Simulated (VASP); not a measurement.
A run of VASP 6.6.1 is set up as follows.

INCAR

```
ALGO = Normal ; EDIFF = 1E-6
ENCUT = 500 ; GGA = PS
GGA_COMPAT = False ; ISIF = 2
ISMEAR = 0 ; LASPH = True
LCHARG = True ; LELF = True
LREAL = False ; LVHAR = True
LWAVE = False ; NBANDS = 15
NELM = 120 ; PREC = Accurate
SIGMA = 0.01
```

File KPOINTS:

```
k-points
0
Gamma
  5 5 5
```

POSCAR

```
KBr
1.0
    0.0000000000      3.3000000000      3.3000000000
    3.3000000000      0.0000000000      3.3000000000
    3.3000000000      3.3000000000      0.0000000000
K Br
1 1
Direct
    0.0000000000      0.0000000000      0.0000000000
    0.5000000000      0.5000000000      0.5000000000
```

Potentials or basis: VASP PAW PBE potentials, release 64 (K_sv, Br).

The run is started by

```console
$ cat potpaw_PBE.64/K_sv/POTCAR potpaw_PBE.64/Br/POTCAR > POTCAR
$ mpirun -np 1 vasp_std > vasp.out
```

Problem. Estimate the band gap on the k mesh.

Solution. 4.28 eV, direct.

Problem. Estimate the pressure.

Solution. -0.3 GPa.

Caveat: the PAW data sets were made with another functional, which shifts forces and pressure a little. A hybrid or GW would open this gap; PBEsol tends to underestimate it.
